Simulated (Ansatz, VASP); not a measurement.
Zn in VASP and in Ansatz

The input INCAR:

```
SYSTEM = Zn
PREC = Accurate
ENCUT = 520
EDIFF = 1E-6
ISMEAR = 0
SIGMA = 0.15
LREAL = .FALSE.
LASPH = .TRUE.
NELM = 100
ALGO = Fast
ISIF = 2
LWAVE = .FALSE.
LCHARG = .FALSE.
NBANDS = 12
```

KPOINTS

```
regular mesh
0
G
  22 22 22
  0 0 0
```

POSCAR

```
Zn
1.0
   -0.6891537333      1.6222792142      1.6222792142
    1.6222792142     -0.6891537333      1.6222792142
    1.6222792142      1.6222792142     -0.6891537333
Zn
1
Direct
    0.0000000000      0.0000000000      0.0000000000
```

Input for Ansatz:

```yaml
crystal:
  lattice:
    - [-0.6891537333, 1.6222792142, 1.6222792142]
    - [1.6222792142, -0.6891537333, 1.6222792142]
    - [1.6222792142, 1.6222792142, -0.6891537333]
  atoms:
    - { symbol: Zn, position: [0.0, 0.0, 0.0] }
basis:
  ecutwfc: 520.0
kpoints:
  mp_grid: { grid: [22, 22, 22] }
hamiltonian:
  xc: lda
  pseudopotentials: { kind: paw }
scf:
  occupations: { method: gaussian, width: 0.15 }
output:
  forces: true
  stress: true
  eigenvalues: true
```

Alike in both runs: task single point; functional LDA; k mesh 22 × 22 × 22; occupations gaussian, width 0.15 eV; no spin polarisation.

|  | VASP | Ansatz |
| --- | --- | --- |
| version | VASP 6.6.1 | Ansatz 0.2.0 |
| potentials or method | VASP PAW LDA potentials, release 64 (Zn), cutoff 520 eV | scalar-relativistic, plane waves, PAW |
| valence electrons in the cell | 12 | 12 |

VASP gave:

| Item | Value |
| --- | --- |
| gap on the k mesh at the Fermi level (eV) | none |
| pressure (GPa) | 17.4 |
| traceless stress, the component that is largest in VASP (GPa) | 2.24 |

What did Ansatz give for the same quantities?

gap on the k mesh at the Fermi level (eV): none; pressure (GPa): 16.6; traceless stress, the component that is largest in VASP (GPa): 2.18.

LDA's correlation is that of Perdew and Zunger in VASP and of Perdew and Wang (1992) in Ansatz. A gap of «none» marks a metal or a gap that the smearing closes.
